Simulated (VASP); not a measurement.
# Li2 in VASP: further runs

The runs below take Li2 through single point, with PBE, AM05.

Program: VASP 6.6.1. These are calculated values, not measurements. Logs are shortened: lines on timing, memory, paths and dates and some standing lists are left out, and cuts for length are marked.

## (1) The cell of the first run

The cell holds a molecule in a box, 2 atoms: a = 9.000 Å, b = 9.000 Å, c = 12.000 Å, α = 90.00°, β = 90.00°, γ = 90.00°.

## (2) Single point, PBE (last atom moved by 0.04 Å along z)

INCAR reads:

```
ALGO = Normal
EDIFF = 1E-8
EFERMI = MIDGAP
ENCUT = 900
GGA = PE
GGA_COMPAT = False
ISIF = 0
ISMEAR = 0
LASPH = True
LCHARG = False
LREAL = False
LWAVE = False
NBANDS = 23
NELM = 120
PREC = Accurate
SIGMA = 0.03
```

KPOINTS reads:

```
k-points
0
Gamma
  1 1 1
```

POSCAR reads:

```
Li
1.0
    9.0000000000      0.0000000000      0.0000000000
    0.0000000000      9.0000000000      0.0000000000
    0.0000000000      0.0000000000     12.0000000000
Li
2
Direct
    0.5014444400      0.5023333300      0.3914625000
    0.5014444400      0.5023333300      0.6175375000
```

Potentials or basis: VASP PAW PBE potentials, release 64 (Li_sv).

On the command line:

```console
$ cat potpaw_PBE.64/Li_sv/POTCAR > POTCAR
$ mpirun -np 1 vasp_gam > vasp.out
```

OUTCAR:

```text
EDIFF = 1E-8
   EFERMI = MIDGAP
   ENCUT = 900
   GGA = PE
   ISIF = 0
   ISMEAR = 0
   LASPH = True
   LREAL = False
   NELM = 120
   PREC = Accurate

 ion  position               nearest neighbor table
   1  0.501  0.502  0.391-
   2  0.501  0.502  0.618-

  LATTYP: Found a simple tetragonal cell.
 ALAT       =     9.0000000000
 C/A-ratio  =     1.3333333333

  Lattice vectors:

 A1 = (   9.0000000000,   0.0000000000,   0.0000000000)
 A2 = (   0.0000000000,   9.0000000000,   0.0000000000)
 A3 = (   0.0000000000,   0.0000000000,  12.0000000000)

Analysis of symmetry for initial positions (statically):
=====================================================================
 Subroutine PRICEL returns:
 Original cell was already a primitive cell.

 Routine SETGRP: Setting up the symmetry group for a
 simple tetragonal supercell.

 Subroutine GETGRP returns: Found 16 space group operations
 (whereof  1 operations were pure point group operations)
 out of a pool of 16 trial point group operations.

The static configuration has the point symmetry C_1 .
 The point group associated with its full space group is D_4h.

Analysis of symmetry for dynamics (positions and initial velocities):
=====================================================================
 Subroutine PRICEL returns:
 Original cell was already a primitive cell.

 Routine SETGRP: Setting up the symmetry group for a
 simple tetragonal supercell.

 Subroutine GETGRP returns: Found 16 space group operations
 (whereof  1 operations were pure point group operations)
 out of a pool of 16 trial point group operations.

The dynamic configuration has the point symmetry C_1 .
 The point group associated with its full space group is D_4h.

 Subroutine INISYM returns: Found 16 space group operations
 (whereof  1 operations are pure point group operations),
 and found     1 'primitive' translations

----------------------------------------------------------------------------------------

                                     Primitive cell

  volume of cell :     972.0000

  direct lattice vectors                    reciprocal lattice vectors
     9.000000000  0.000000000  0.000000000     0.111111111  0.000000000  0.000000000
     0.000000000  9.000000000  0.000000000     0.000000000  0.111111111  0.000000000
     0.000000000  0.000000000 12.000000000     0.000000000  0.000000000  0.083333333

  length of vectors
     9.000000000  9.000000000 12.000000000     0.111111111  0.111111111  0.083333333

  position of ions in fractional coordinates (direct lattice)
     0.501444440  0.502333330  0.391462500
     0.501444440  0.502333330  0.617537500

  ion indices of the primitive-cell ions
   primitive index   ion index
                 1           1
                 2           2

----------------------------------------------------------------------------------------

 KPOINTS: k-points

Automatic generation of k-mesh.
 Grid dimensions read from file:
 generate k-points for:    1    1    1

 Generating k-lattice:

  Cartesian coordinates                     Fractional coordinates (reciprocal lattice)
     0.111111111  0.000000000  0.000000000     1.000000000  0.000000000  0.000000000
     0.000000000  0.111111111  0.000000000     0.000000000  1.000000000  0.000000000
     0.000000000  0.000000000  0.083333333     0.000000000  0.000000000  1.000000000

  Length of vectors
     0.111111111  0.111111111  0.083333333

  Shift w.r.t. Gamma in fractional coordinates (k-lattice)
     0.000000000  0.000000000  0.000000000

 Subroutine IBZKPT returns following result:
 ===========================================

 Found      1 irreducible k-points:

 Following reciprocal coordinates:
            Coordinates               Weight
  0.000000  0.000000  0.000000      1.000000
   k-points           NKPTS =      1   k-points in BZ     NKDIM =      1   number of bands    NBANDS=     23
   number of dos      NEDOS =    301   number of ions     NIONS =      2
   total plane-waves  NPLWV = 972000
   dimension x,y,z NGX =    90 NGY =   90 NGZ =  120
   dimension x,y,z NGXF=   180 NGYF=  180 NGZF=  240
   ions per type =               2
   NGX,Y,Z   is equivalent  to a cutoff of  16.62, 16.62, 16.62 a.u.
   NGXF,Y,Z  is equivalent  to a cutoff of  33.25, 33.25, 33.25 a.u.
 SYSTEM =  unknown system
   PREC   = accura    normal or accurate (medium, high low for compatibility)
   ISTART =      0    job   : 0-new  1-cont  2-samecut
   ICHARG =      2    charge: 1-file 2-atom 10-const
   ISPIN  =      1    spin polarized calculation?
   LNONCOLLINEAR =      F non collinear calculations
   LSORBIT =      F    spin-orbit coupling
   LASPH  =      T    aspherical Exc in radial PAW
   ENCUT  =  900.0 eV  66.15 Ry    8.13 a.u.  22.02 22.02 29.35*2*pi/ulx,y,z
   NELM   =    120;   NELMIN=  2; NELMDL= -5     # of ELM steps
   EDIFF  = 0.1E-07   stopping-criterion for ELM
   LREAL  =      F    real-space projection
   EDIFFG = 0.1E-06   stopping-criterion for IOM
   NSW    =      0    number of steps for IOM
   IBRION =     -1    ionic relax: 0-MD 1-quasi-New 2-CG
   NFREE  =      0    steps in history (QN), initial steepest desc. (CG)
   ISIF   =      0    stress and relaxation
   ISYM   =      2    0-nonsym 1-usesym 2-fastsym
   POTIM  = 0.5000    time-step for ionic-motion
   TEBEG  =    0.0;   TEEND  =   0.0 temperature during run

   SCALEE = 1.0000    scale energy and forces
   PSTRESS=    0.0 pullay stress
   NELECT =       6.0000    total number of electrons
   NUPDOWN=      -1.0000    fix difference up-down
   EMIN   =  10.00;   EMAX   =-10.00  energy-range for DOS
   EFERMI =   0.00;   METHOD = MIDGAP
   ISMEAR =     0;   SIGMA  =   0.03  broadening in eV -4-tet -1-fermi 0-gaus
   EFERMI_NEDOS =   21; number of points for ismear=-14 and -15
   IALGO  =     38    algorithm
   IMIX   =      4    mixing-type and parameters
     AMIX     =   0.40;   BMIX     =  1.00
     AMIX_MAG =   1.60;   BMIX_MAG =  1.00
  volume/ion in A,a.u.               =     486.00      3279.69
  Fermi-wavevector in a.u.,A,eV,Ry     =   0.300310  0.567504  1.227057  0.090186
  Thomas-Fermi vector in A             =   1.168527
   LORBIT       =      0    0 simple, 1 ext, 2 COOP (PROOUT), +10 PAW based schemes
   GGA     = PE    functional components
   LHFCALC =     F    Hartree Fock is set to
   AEXX    =    0.0000 exact exchange contribution
   IVDW    =     0    specifies the selected vdW correction
   LEPSILON=     F    determine dielectric tensor
   LRPA    =     F    only Hartree local field effects (RPA)

   CSHIFT  =0.1000    complex shift for real part using Kramers Kronig

   OMEGAMAX=  -1.0    maximum frequency
 non-spin polarized calculation
 Gauss-broadening in eV      SIGMA  =   0.03
  energy-cutoff  :      900.00
  volume of cell :      972.00
 maximum number of plane-waves:     29796
 NGX is ok and might be reduce to    90
   NGX = 45   NGY = 45   NGZ = 59

 number of electron       5.9999999 magnetization

 Free energy of the ion-electron system (eV)
  ---------------------------------------------------
  ext. energy  EPLUGINS =         0.00000000
  ---------------------------------------------------
  free energy    TOTEN  =        -1.52397454 eV

  energy without entropy =       -1.52397454  energy(sigma->0) =       -1.52397454

 E-fermi :  -2.3476     XC(G=0):  -1.5095

 val. band max:       -3.0761353565   @ k =   0.0000   0.0000   0.0000
 cond. band min:      -1.6190204592   @ k =   0.0000   0.0000   0.0000
 fundamental gap:      1.4571148973
 Fermi energy:        -2.3475779078

 k-point     1 :       0.0000    0.0000    0.0000
  band No.  band energies     occupation
      1     -50.8246      2.00000
      2     -50.8146      2.00000
      3      -3.0761      2.00000
      4      -1.6190      0.00000
      5      -0.9742      0.00000
      6      -0.9618      0.00000
      7      -0.9618      0.00000
      8       0.1870      0.00000
      9       0.5408      0.00000
     10       0.5408      0.00000
     11       0.6306      0.00000
     12       0.7506      0.00000
     13       1.0537      0.00000
     14       1.4465      0.00000
     15       1.4465      0.00000
 [bands above 15 left out]

------------------------ aborting loop because EDIFF is reached ----------------------------------------

 VOLUME and BASIS-vectors are now :
 -----------------------------------------------------------------------------
  energy-cutoff  :      900.00
  volume of cell :      972.00
      direct lattice vectors                 reciprocal lattice vectors
     9.000000000  0.000000000  0.000000000     0.111111111  0.000000000  0.000000000
     0.000000000  9.000000000  0.000000000     0.000000000  0.111111111  0.000000000
     0.000000000  0.000000000 12.000000000     0.000000000  0.000000000  0.083333333

 POSITION                                       TOTAL-FORCE (eV/Angst)
 -----------------------------------------------------------------------------------
      4.51300      4.52100      4.69755        -0.000000      0.000000     -0.040882
      4.51300      4.52100      7.41045         0.000000     -0.000000      0.040882
 -----------------------------------------------------------------------------------
    total drift:                               -0.000019     -0.000010     -0.000006

  FREE ENERGIE OF THE ION-ELECTRON SYSTEM (eV)
  ---------------------------------------------------
  free  energy   TOTEN  =        -1.5239745429 eV

  energy  without entropy=       -1.5239745429  energy(sigma->0) =       -1.52397454
```

Wall time 93 s (1 thread of Intel Xeon 6975P-C (Granite Rapids), shared host); peak memory 1.4 GiB.

What came out:

```
Free energy                     : -1.5240 eV
Largest force                   : 0.041 eV/Å
Gap between the frontier levels : 1.46 eV
```

Forces in eV/Å, atoms in the order of the input:
```
Li   0.000  0.000 -0.041
Li   0.000  0.000  0.041
```

Caveat: the cell differs from its parent crystal (last atom moved by 0.04 Å along z).

## (3) Single point, AM05

Changes to POSCAR since step 2:

```diff
@@ -9,2 +9,2 @@
     0.5014444400      0.5023333300      0.3914625000
-    0.5014444400      0.5023333300      0.6175375000
+    0.5014444400      0.5023333300      0.6142041700
```

INCAR.step1 reads:

```
ALGO = Normal
EDIFF = 1E-5
EFERMI = MIDGAP
ENCUT = 650
GGA = PE
GGA_COMPAT = False
ISIF = 0
ISMEAR = 0
LASPH = True
LCHARG = True
LREAL = False
LWAVE = True
NELM = 100
NELMDL = -8
PREC = Accurate
SIGMA = 0.03
```

INCAR.step2 reads:

```
ALGO = All
EDIFF = 1E-6
EFERMI = MIDGAP
ENCUT = 650
GGA = AM
GGA_COMPAT = False
ISEARCH = 1
ISIF = 0
ISMEAR = 0
ISTART = 1
LASPH = True
LCHARG = False
LREAL = False
LWAVE = False
NELM = 100
NELMDL = -8
PREC = Accurate
SIGMA = 0.03
```

KPOINTS is that of step 2.

Potentials or basis: VASP PAW PBE potentials, release 64 (Li_sv).

On the command line:

```console
$ cat potpaw_PBE.64/Li_sv/POTCAR > POTCAR
$ cp INCAR.step1 INCAR
$ mpirun -np 1 vasp_gam > vasp.out
$ cp INCAR.step2 INCAR
$ mpirun -np 1 vasp_gam > vasp.out
```

Wall time 2.8 min (1 thread of AMD EPYC 7R13 (Zen 3), shared host); peak memory 0.97 GiB.

It converged, with:

| Property | Result |
| --- | --- |
| Free energy | -1.5196 eV |
| Largest force | 0.146 eV/Å |
| Gap between the frontier levels | 1.49 eV |

Forces in eV/Å, atoms in the order of the input:
```
Li   0.000  0.000 -0.146
Li   0.000  0.000  0.146
```

Levels at points of the mesh, in eV from the valence-band top:
| k point | band 1 | band 2 | band 3 | band 4 | band 5 | band 6 | band 7 |
| --- | --- | --- | --- | --- | --- | --- | --- |
| (0.00, 0.00, 0.00) | -47.00 | -46.98 | 0.00 | 1.49 | 2.08 | 2.08 | 2.14 |

Caveat: the PAW data sets were made with another functional, which shifts forces and pressure a little.
